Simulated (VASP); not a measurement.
# Cu (P6_3/mmc) in VASP: a series of runs

Runs on Cu. Level: LDA. Tasks: single point, relaxation of cell and atoms.

All numbers are computed with VASP 6.6.1; they aren't measurements. Logs are shortened: lines on timing, memory, paths and dates and some standing lists are left out, and cuts for length are marked.

### 1 The cell of the first run

It takes space group P6_3/mmc (No. 194, hexagonal). Conventional cell: a = 2.466 Å, b = 2.466 Å, c = 8.071 Å, α = 90.00°, β = 90.00°, γ = 120.00°. Within 3.3 Å of Cu (site symmetry -3m) lie 12 Cu at 2.47 Å. Within 3.3 Å of Cu (site symmetry -6m2) lie 12 Cu at 2.47 Å.

### 2 Single point, LDA

Contents of INCAR:

```
SYSTEM = Cu
PREC = Accurate
ENCUT = 520
EDIFF = 1E-6
ISMEAR = -1
SIGMA = 0.15
LREAL = .False.
LASPH = .True.
NELM = 60
ALGO = Fast
ISIF = 2
LWAVE = .False.
LCHARG = .False.
NBANDS = 30
```

Contents of KPOINTS:

```
regular mesh
0
Gamma
  18 18 6
  0 0 0
```

Contents of POSCAR:

```
Cu
1.0
    2.4660868687      0.0000000000      0.0000000000
   -1.2330434344      2.1356938762      0.0000000000
    0.0000000000      0.0000000000      8.0713917023
Cu
4
Direct
    0.0000000000      0.0000000000      0.0000000000
    0.3333333333      0.6666666667      0.2500000000
    0.0000000000      0.0000000000      0.5000000000
    0.6666666667      0.3333333333      0.7500000000
```

Potentials or basis: VASP PAW LDA potentials, release 64 (Cu).

Started as:

```console
$ cat potpaw_LDA.64/Cu/POTCAR > POTCAR
$ mpirun -np 1 vasp_std > vasp.out
```

OUTCAR:

```text
SYSTEM = Cu
   PREC = Accurate
   ENCUT = 520
   EDIFF = 1E-6
   ISMEAR = -1
   LREAL = .False.
   LASPH = .True.
   NELM = 60
   ISIF = 2

 ion  position               nearest neighbor table
   1  0.000  0.000  0.000-   2 2.47   4 2.47   2 2.47   4 2.47   4 2.47   2 2.47
   2  0.333  0.667  0.250-   1 2.47   3 2.47   1 2.47   3 2.47   1 2.47   3 2.47
   3  0.000  0.000  0.500-   2 2.47   4 2.47   2 2.47   4 2.47   4 2.47   2 2.47
   4  0.667  0.333  0.750-   1 2.47   3 2.47   1 2.47   3 2.47   1 2.47   3 2.47

  LATTYP: Found a hexagonal cell.
 ALAT       =     2.4660868687
 C/A-ratio  =     3.2729551439

  Lattice vectors:

 A1 = (   2.4660868687,   0.0000000000,   0.0000000000)
 A2 = (  -1.2330434344,   2.1356938762,   0.0000000000)
 A3 = (   0.0000000000,   0.0000000000,   8.0713917023)

Analysis of symmetry for initial positions (statically):
=====================================================================
 Subroutine PRICEL returns:
 Original cell was already a primitive cell.

 Routine SETGRP: Setting up the symmetry group for a
 hexagonal supercell.

 Subroutine GETGRP returns: Found 24 space group operations
 (whereof 12 operations were pure point group operations)
 out of a pool of 24 trial point group operations.

The static configuration has the point symmetry D_3d.
 The point group associated with its full space group is D_6h.

Analysis of symmetry for dynamics (positions and initial velocities):
=====================================================================
 Subroutine PRICEL returns:
 Original cell was already a primitive cell.

 Routine SETGRP: Setting up the symmetry group for a
 hexagonal supercell.

 Subroutine GETGRP returns: Found 24 space group operations
 (whereof 12 operations were pure point group operations)
 out of a pool of 24 trial point group operations.

The dynamic configuration has the point symmetry D_3d.
 The point group associated with its full space group is D_6h.

 Subroutine INISYM returns: Found 24 space group operations
 (whereof 12 operations are pure point group operations),
 and found     1 'primitive' translations

----------------------------------------------------------------------------------------

                                     Primitive cell

  volume of cell :      42.5105

  direct lattice vectors                    reciprocal lattice vectors
[... 90 lines left out ...]
   NELM   =     60;   NELMIN=  2; NELMDL= -5     # of ELM steps
   EDIFF  = 0.1E-05   stopping-criterion for ELM
   LREAL  =      F    real-space projection
   EDIFFG = 0.1E-04   stopping-criterion for IOM
   NSW    =      0    number of steps for IOM
   IBRION =     -1    ionic relax: 0-MD 1-quasi-New 2-CG
   NFREE  =      0    steps in history (QN), initial steepest desc. (CG)
   ISIF   =      2    stress and relaxation
   ISYM   =      2    0-nonsym 1-usesym 2-fastsym
   POTIM  = 0.5000    time-step for ionic-motion
   TEBEG  =    0.0;   TEEND  =   0.0 temperature during run
   PSTRESS=    0.0 pullay stress
   NELECT =      44.0000    total number of electrons
   NUPDOWN=      -1.0000    fix difference up-down
   EMIN   =  10.00;   EMAX   =-10.00  energy-range for DOS
   EFERMI =   0.00;   METHOD = LEGACY
   ISMEAR =    -1;   SIGMA  =   0.15  broadening in eV -4-tet -1-fermi 0-gaus
   EFERMI_NEDOS =   21; number of points for ismear=-14 and -15
   IALGO  =     68    algorithm
   IMIX   =      4    mixing-type and parameters
     AMIX     =   0.40;   BMIX     =  1.00
     AMIX_MAG =   1.60;   BMIX_MAG =  1.00
  volume/ion in A,a.u.               =      10.63        71.72
  Fermi-wavevector in a.u.,A,eV,Ry     =   1.656000  3.129387 37.311768  2.742338
  Thomas-Fermi vector in A             =   2.744000
   LORBIT       =      0    0 simple, 1 ext, 2 COOP (PROOUT), +10 PAW based schemes
   GGA     = CA    functional components
   LHFCALC =     F    Hartree Fock is set to
   AEXX    =    0.0000 exact exchange contribution
   IVDW    =     0    specifies the selected vdW correction
   LEPSILON=     F    determine dielectric tensor
   LRPA    =     F    only Hartree local field effects (RPA)
 non-spin polarized calculation
 RMM-DIIS sequential band-by-band and
  energy-cutoff  :      520.00
  volume of cell :       42.51
 maximum number of plane-waves:      1170
   NGX =  9   NGY =  9   NGZ = 31

 number of electron      43.9999995 magnetization

 Free energy of the ion-electron system (eV)
  ---------------------------------------------------
  ext. energy  EPLUGINS =         0.00000000
  ---------------------------------------------------
  free energy    TOTEN  =       -18.83254405 eV

  energy without entropy =      -18.74476714  energy(sigma->0) =      -18.78865559

 E-fermi :   8.7350     XC(G=0): -13.7314

 val. band max:        8.7137344436   @ k =   0.2778   0.1667   0.0000
 cond. band min:       8.7360217418   @ k =   0.5000   0.0000   0.5000
 fundamental gap:      0.0222872982
 Fermi energy:         8.7349654422

 k-point     1 :       0.0000    0.0000    0.0000
  band No.  band energies     occupation
      1      -1.4433      2.00000
      2       0.8155      2.00000
      3       0.8197      2.00000
      4       2.9770      2.00000
      5       5.0109      2.00000
      6       5.0197      2.00000
[... 781 lines left out ...]
     29      20.0218      0.00000
     30      20.8390      0.00000

 [... further k-points ...]

------------------------ aborting loop because EDIFF is reached ----------------------------------------

  FORCE on cell =-STRESS in cart. coord.  units (eV):
  Direction    XX          YY          ZZ          XY          YZ          ZX
  --------------------------------------------------------------------------------------
  -------------------------------------------------------------------------------------
  Total        1.8740561      1.8740561      1.8626426     -0.0000000      0.0000000      0.0000000
  in kB       70.6313276     70.6313276     70.2011628     -0.0000000      0.0000000      0.0000000
  external PRESSURE =      70.4879393 kB  Pullay stress =       0.0000000 kB

 VOLUME and BASIS-vectors are now :
 -----------------------------------------------------------------------------
  energy-cutoff  :      520.00
  volume of cell :       42.51
      direct lattice vectors                 reciprocal lattice vectors
     2.466086869  0.000000000  0.000000000     0.405500720  0.234115950  0.000000000
    -1.233043434  2.135693876  0.000000000     0.000000000  0.468231899  0.000000000
     0.000000000  0.000000000  8.071391702     0.000000000  0.000000000  0.123894371

 POSITION                                       TOTAL-FORCE (eV/Angst)
 -----------------------------------------------------------------------------------
      0.00000      0.00000      0.00000        -0.000000      0.000000      0.000000
     -0.00000      1.42380      2.01785         0.000000     -0.000000     -0.000000
      0.00000      0.00000      4.03570        -0.000000      0.000000      0.000000
      1.23304      0.71190      6.05354        -0.000000      0.000000      0.000000
 -----------------------------------------------------------------------------------
    total drift:                                0.000000     -0.000000      0.000000

  FREE ENERGIE OF THE ION-ELECTRON SYSTEM (eV)
  ---------------------------------------------------
  free  energy   TOTEN  =       -18.8325440450 eV

  energy  without entropy=      -18.7447671439  energy(sigma->0) =      -18.78865559
```

OSZICAR:

```text
N       E                     dE             d eps       ncg     rms          rms(c)
DAV:   1     0.331431288037E+03    0.33143E+03   -0.19704E+04  9696   0.276E+03
DAV:   2     0.925220843941E+01   -0.32218E+03   -0.30962E+03  8892   0.396E+02
DAV:   3    -0.220877725396E+02   -0.31340E+02   -0.29661E+02  9786   0.171E+02
DAV:   4    -0.229517732021E+02   -0.86400E+00   -0.86226E+00 10200   0.390E+01
DAV:   5    -0.229657404548E+02   -0.13967E-01   -0.13966E-01 11450   0.489E+00    0.162E+01
RMM:   6    -0.200237161495E+02    0.29420E+01   -0.29467E+01  9828   0.837E+01    0.780E+00
RMM:   7    -0.188803525384E+02    0.11434E+01   -0.55056E+00  9722   0.386E+01    0.200E+00
RMM:   8    -0.188312087597E+02    0.49144E-01   -0.31393E-01 10405   0.383E+00    0.384E-01
RMM:   9    -0.188324174129E+02   -0.12087E-02   -0.57979E-02 10588   0.332E+00    0.176E-01
RMM:  10    -0.188324391917E+02   -0.21779E-04   -0.16051E-02 10913   0.153E+00    0.126E-01
RMM:  11    -0.188328056175E+02   -0.36643E-03   -0.40946E-03 11244   0.686E-01    0.159E-01
RMM:  12    -0.188324853051E+02    0.32031E-03   -0.14824E-03 10518   0.433E-01    0.388E-03
RMM:  13    -0.188325353211E+02   -0.50016E-04   -0.50307E-04 11527   0.165E-01    0.802E-03
RMM:  14    -0.188325398086E+02   -0.44875E-05   -0.46354E-05 10219   0.647E-02    0.974E-03
RMM:  15    -0.188325459652E+02   -0.61566E-05   -0.28042E-05 10517   0.435E-02    0.145E-02
RMM:  16    -0.188325440995E+02    0.18657E-05   -0.29607E-06  6579   0.234E-02    0.988E-03
RMM:  17    -0.188325440450E+02    0.54435E-07   -0.83853E-07  5528   0.956E-03
   1 F= -.18832544E+02 E0= -.18788656E+02  d E =-.877769E-01
```

Wall time 2.9 min (1 thread of Intel Xeon Platinum 8259CL at 2.50GHz (Skylake/Cascade Lake), shared host); peak memory 0.23 GiB.

Results:

| Quantity | Value |
| --- | --- |
| Free energy | -18.8325 eV |
| Pressure | 7.0 GPa |
| Band gap on the k mesh | zero (band 22 reaches 12.33 eV, above the bottom of band 23 at 6.78 eV) |

Levels at points of the mesh, in eV from the Fermi level:
```csv
k point,band 19,band 20,band 21,band 22,band 23,band 24,band 25,band 26
"(0.00, 0.00, 0.00)",-2.34,-2.15,-2.15,-1.81,-1.81,-1.31,4.26,13.29
"(0.50, 0.00, 0.00)",-1.66,-1.64,-0.81,0.27,1.06,1.66,5.14,5.15
"(0.00, 0.00, 0.50)",-2.48,-2.48,-1.95,-1.95,-1.95,-1.95,7.48,7.48
"(0.50, 0.00, 0.50)",-1.66,-1.66,0.00,0.00,1.43,1.43,5.60,5.60
```

### 3 Relaxation of cell and atoms, LDA, target pressure 5 GPa, at which the enthalpy is minimised

This run uses another cell than the first one, of 10.90 Å³/atom, 1.025 times its volume.

Contents of INCAR:

```
PREC     = Accurate       # precision mode
ENCUT    = 600            # plane-wave cutoff, eV
EDIFF    = 1E-6           # SCF threshold, eV
ISMEAR   = -1             # smearing method
SIGMA    = 0.15           # smearing width, eV
LREAL    = F              # projectors in reciprocal space
LASPH    = T              # aspherical terms in the spheres
NELM     = 60             # most SCF steps
ALGO     = Fast           # electronic algorithm
ISIF     = 3              # what is computed and relaxed
LWAVE    = F              # write WAVECAR
LCHARG   = F              # write CHGCAR
IBRION   = 2              # ionic algorithm
NSW      = 80             # ionic steps
EDIFFG   = -0.001         # ionic threshold
PSTRESS  = 50.0
```

Contents of KPOINTS:

```
Automatic mesh
0
Gamma
  18 18 6
```

Contents of POSCAR:

```
Cu
1.0
    2.4866763883      0.0000000000      0.0000000000
   -1.2433381942      2.1535249233      0.0000000000
    0.0000000000      0.0000000000      8.1393966094
Cu
4
Direct
    0.0000000000      0.0000000000      0.0000000000
    0.3333333333      0.6666666667      0.2500000000
    0.0000000000      0.0000000000      0.5000000000
    0.6666666667      0.3333333333      0.7500000000
```

Potentials or basis: VASP PAW LDA potentials, release 64 (Cu).

Started as:

```console
$ cat potpaw_LDA.64/Cu/POTCAR > POTCAR
$ mpirun -np 1 vasp_std > vasp.out
```

OUTCAR:

```text
PREC = Accurate
   ENCUT = 600
   EDIFF = 1E-6
   ISMEAR = -1
   LREAL = F
   LASPH = T
   NELM = 60
   ISIF = 3
   IBRION = 2
   NSW = 80
   EDIFFG = -0.001
   PSTRESS = 50.0

 ion  position               nearest neighbor table
   1  0.000  0.000  0.000-   2 2.49   4 2.49   4 2.49   2 2.49   4 2.49   2 2.49
   2  0.333  0.667  0.250-   1 2.49   3 2.49   1 2.49   3 2.49   1 2.49   3 2.49
   3  0.000  0.000  0.500-   2 2.49   4 2.49   4 2.49   2 2.49   4 2.49   2 2.49
   4  0.667  0.333  0.750-   1 2.49   3 2.49   1 2.49   3 2.49   1 2.49   3 2.49

  LATTYP: Found a hexagonal cell.
 ALAT       =     2.4866763883
 C/A-ratio  =     3.2732029981

  Lattice vectors:

 A1 = (   2.4866763883,   0.0000000000,   0.0000000000)
 A2 = (  -1.2433381942,   2.1535249233,   0.0000000000)
 A3 = (   0.0000000000,   0.0000000000,   8.1393966094)

Analysis of symmetry for initial positions (statically):
=====================================================================
 Subroutine PRICEL returns:
 Original cell was already a primitive cell.

 Routine SETGRP: Setting up the symmetry group for a
 hexagonal supercell.

 Subroutine GETGRP returns: Found 24 space group operations
 (whereof 12 operations were pure point group operations)
 out of a pool of 24 trial point group operations.

The static configuration has the point symmetry D_3d.
 The point group associated with its full space group is D_6h.

Analysis of symmetry for dynamics (positions and initial velocities):
=====================================================================
 Subroutine PRICEL returns:
 Original cell was already a primitive cell.

 Routine SETGRP: Setting up the symmetry group for a
 hexagonal supercell.

 Subroutine GETGRP returns: Found 24 space group operations
 (whereof 12 operations were pure point group operations)
 out of a pool of 24 trial point group operations.

The dynamic configuration has the point symmetry D_3d.
 The point group associated with its full space group is D_6h.

[... 143 lines left out ...]

 number of electron      44.0000020 magnetization

 Free energy of the ion-electron system (eV)
  ---------------------------------------------------
  ext. energy  EPLUGINS =         0.00000000
  ---------------------------------------------------
  free energy    TOTEN  =       -18.85564963 eV

  energy without entropy =      -18.76693795  energy(sigma->0) =      -18.81129379

------------------------ aborting loop because EDIFF is reached ----------------------------------------

  FORCE on cell =-STRESS in cart. coord.  units (eV):
  Direction    XX          YY          ZZ          XY          YZ          ZX
  --------------------------------------------------------------------------------------
  -------------------------------------------------------------------------------------
  Total        0.2514622      0.2514622      0.2397408     -0.0000000      0.0000000     -0.0000000
  in kB        9.2431895      9.2431895      8.8123364     -0.0000000      0.0000000     -0.0000000
  external PRESSURE =     -40.9004282 kB  Pullay stress =      50.0000000 kB
[... 103 lines left out ...]
  energy  without entropy=      -18.7514541397  energy(sigma->0) =      -18.79543173

  enthalpy is  TOTEN    =       -17.5070220689 eV   P V=        1.3323872502

[... ionic steps 4 to 14 ...]

--------------------------------------- Ionic step       15  -------------------------------------------

 number of electron      44.0000008 magnetization

------------------------ aborting loop because EDIFF is reached ----------------------------------------
[... 75 lines left out ...]
--------------------------------------- Ionic step       17  -------------------------------------------

 number of electron      44.0000008 magnetization

 Free energy of the ion-electron system (eV)
  ---------------------------------------------------
  ext. energy  EPLUGINS =         0.00000000
  ---------------------------------------------------
  free energy    TOTEN  =       -18.83927922 eV

  energy without entropy =      -18.75133331  energy(sigma->0) =      -18.79530627

 E-fermi :   8.6760     XC(G=0): -13.7058

 val. band max:        8.6538477707   @ k =   0.2778   0.1667   0.0000
 cond. band min:       8.6793255376   @ k =   0.5000  -0.0000   0.5000
 fundamental gap:      0.0254777669
 Fermi energy:         8.6759560517

 k-point     1 :       0.0000    0.0000    0.0000
  band No.  band energies     occupation
      1      -1.4678      2.00000
      2       0.7850      2.00000
      3       0.7892      2.00000
      4       2.9457      2.00000
      5       4.9704      2.00000
      6       4.9789      2.00000
[... 685 lines left out ...]
     25      14.5401      0.00000
     26      14.6046      0.00000

 [... further k-points ...]

------------------------ aborting loop because EDIFF is reached ----------------------------------------

  FORCE on cell =-STRESS in cart. coord.  units (eV):
  Direction    XX          YY          ZZ          XY          YZ          ZX
  --------------------------------------------------------------------------------------
  -------------------------------------------------------------------------------------
  Total        1.3351778      1.3351778      1.3287114     -0.0000000      0.0000000      0.0000000
  in kB       50.1096150     50.1096150     49.8669300     -0.0000000      0.0000000      0.0000000
  external PRESSURE =       0.0287200 kB  Pullay stress =      50.0000000 kB
[... 23 lines left out ...]
  energy  without entropy=      -18.7513333119  energy(sigma->0) =      -18.79530627

  enthalpy is  TOTEN    =       -17.5070221110 eV   P V=        1.3322571104

 reached required accuracy - stopping structural energy minimisation
```

CONTCAR:

```text
Cu
   1.00000000000000
     2.4695989946331611   -0.0000000000005411   -0.0000000000000000
    -1.2347994973667054    2.1387354665548504   -0.0000000000000000
     0.0000000000000000    0.0000000000000000    8.0824888434018582
  Cu
     4
Direct
     0.0000000000000000    0.0000000000000000    0.0000000000000000
     0.3333333332999970    0.6666666667000030    0.2500000000000000
     0.0000000000000000    0.0000000000000000    0.5000000000000000
     0.6666666667000030    0.3333333332999970    0.7500000000000000

  0.00000000E+00  0.00000000E+00  0.00000000E+00
  0.00000000E+00  0.00000000E+00  0.00000000E+00
  0.00000000E+00  0.00000000E+00  0.00000000E+00
  0.00000000E+00  0.00000000E+00  0.00000000E+00
```

Run time: 24 min. Hardware: 1 thread of Intel Xeon Platinum 8259CL at 2.50GHz (Skylake/Cascade Lake), shared host; peak memory 0.28 GiB.

What came out:

* Free energy: -18.8393 eV
* Relaxed volume: 10.67 Å³/atom
* Relaxed cell: a = 2.470 Å, b = 2.470 Å, c = 8.082 Å, α = 90.00°, β = 90.00°, γ = 120.00°
* Space group after relaxing (to 0.05 Å): P6_3/mmc (No. 194)
* Energy change on relaxing (the enthalpy is what falls): +4.1 meV/atom
* Ionic steps: 17
* Pressure after relaxing: 5.0 GPa
* Band gap on the k mesh: zero (band 22 reaches 12.26 eV, above the bottom of band 23 at 6.73 eV)

Step by step:
| step | energy change (eV) | largest force (eV/Å) | pressure (GPa) | volume (Å³) |
| --- | --- | --- | --- | --- |
| 1 | 0.0000 | 0.0000 | 0.91 | 43.59 |
| 2 | 0.0535 | 0.0000 | 9.38 | 41.86 |
| 3 | 0.0162 | 0.0000 | 4.89 | 42.69 |
| 4 | 0.0169 | 0.0000 | 5.28 | 42.67 |
| 5 | 0.0138 | 0.0000 | 4.73 | 42.78 |
| 6 | 0.0153 | 0.0000 | 4.80 | 42.73 |
| 7 | 0.0160 | 0.0000 | 5.16 | 42.70 |
| 8 | 0.0157 | 0.0000 | 4.74 | 42.71 |
| 9 | 0.0158 | 0.0000 | 5.00 | 42.71 |
| 10 | 0.0158 | 0.0000 | 4.75 | 42.71 |
| 11 | 0.0184 | 0.0000 | 5.41 | 42.63 |
| 12 | 0.0165 | 0.0000 | 5.13 | 42.69 |
| 13 | 0.0163 | 0.0000 | 4.90 | 42.69 |
| 14 | 0.0164 | 0.0000 | 5.05 | 42.69 |
| 15 | 0.0164 | 0.0000 | 4.68 | 42.69 |
| 16 | 0.0164 | 0.0000 | 5.10 | 42.69 |
| 17 | 0.0164 | 0.0000 | 5.00 | 42.69 |

Final structure:
```cif
data_structure
_symmetry_space_group_name_H-M 'P 1'
_symmetry_Int_Tables_number 1
_cell_length_a 2.4696
_cell_length_b 2.4696
_cell_length_c 8.0825
_cell_angle_alpha 90.000
_cell_angle_beta 90.000
_cell_angle_gamma 120.000
_cell_volume 42.69
loop_
_atom_site_label
_atom_site_type_symbol
_atom_site_fract_x
_atom_site_fract_y
_atom_site_fract_z
_atom_site_occupancy
Cu1 Cu 0.00000 0.00000 0.00000 1
Cu2 Cu 0.33333 0.66667 0.25000 1
Cu3 Cu 0.00000 0.00000 0.50000 1
Cu4 Cu 0.66667 0.33333 0.75000 1
```

Levels at points of the mesh, in eV from the Fermi level:
| k point | band 20 | band 21 | band 22 | band 23 | band 24 | band 25 |
| --- | --- | --- | --- | --- | --- | --- |
| (0.00, 0.00, 0.00) | -2.14 | -2.14 | -1.81 | -1.81 | -1.30 | 4.23 |
| (0.50, 0.00, 0.00) | -1.63 | -0.80 | 0.28 | 1.05 | 1.65 | 5.11 |
| (0.00, 0.00, 0.50) | -2.47 | -1.95 | -1.95 | -1.95 | -1.95 | 7.45 |
| (0.50, 0.00, 0.50) | -1.66 | 0.00 | 0.00 | 1.42 | 1.42 | 5.57 |

Caveat: the cell is relaxed towards a set pressure, so the enthalpy falls and the energy may rise.
